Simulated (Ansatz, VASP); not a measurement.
# Two plane-wave programs on YN4

```
N Y
1.0
     0.00000    3.99562    0.00000
     3.99562    0.00000    0.00000
     1.99781    1.99781   -4.98727
N Y
4 1
Direct
  0.75000 0.25000 0.50000
  0.25000 0.75000 0.50000
  0.39572 0.39572 0.20856
  0.60428 0.60428 0.79144
  0.00000 0.00000 0.00000
```

Alike in both runs: task single point; functional r2SCAN; k mesh 9 × 9 × 9; no spin polarisation.

```csv
,VASP,Ansatz
version,VASP 6.6.1,Ansatz 0.2.0
potentials or method,"VASP PAW PBE potentials, release 64 (N, Y_sv), cutoff 520 eV",PAW plane waves
occupations,"fermi-dirac, width 0.1 eV",fermi-dirac
valence electrons in the cell,31,31
```

|  | VASP | Ansatz | Ansatz less VASP |
| --- | --- | --- | --- |
| rms of the force components (eV/Å) | 1.056 | 1.059 | +0.0026 |

VASP's potentials were made for PBE, not for r2SCAN. Atom by atom the forces differ by 0.003 eV/Å (rms over components).
